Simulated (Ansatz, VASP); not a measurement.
# Two plane-wave programs on CaTi2P2

```xyz
5
Lattice="0.0000 3.9266 0.0000 3.9266 0.0000 0.0000 1.9633 1.9633 -5.0852" Properties=species:S:1:pos:R:3 pbc="T T T"
P     1.9633    1.9633   -1.3801
P     3.9266    3.9266   -3.7050
Ti    1.9633    3.9266   -2.5426
Ti    3.9266    1.9633   -2.5426
Ca    0.0000    0.0000    0.0000
```

Alike in both runs: task single point; functional PBE; k mesh 9 × 9 × 9; no spin polarisation.

|  | VASP | Ansatz |
| --- | --- | --- |
| version | VASP 6.6.1 | Ansatz 0.2.0 |
| potentials or method | VASP PAW PBE potentials, release 64 (P, Ti_sv, Ca_sv), cutoff 500 eV | PAW plane waves |
| occupations | fermi-dirac, width 0.1 eV | fermi-dirac |
| valence electrons in the cell | 44 | 44 |

```csv
,VASP,Ansatz,Ansatz less VASP
rms of the force components (eV/Å),1.251,1.255,+0.0040
```

Atom by atom the forces differ by 0.004 eV/Å (rms over components).
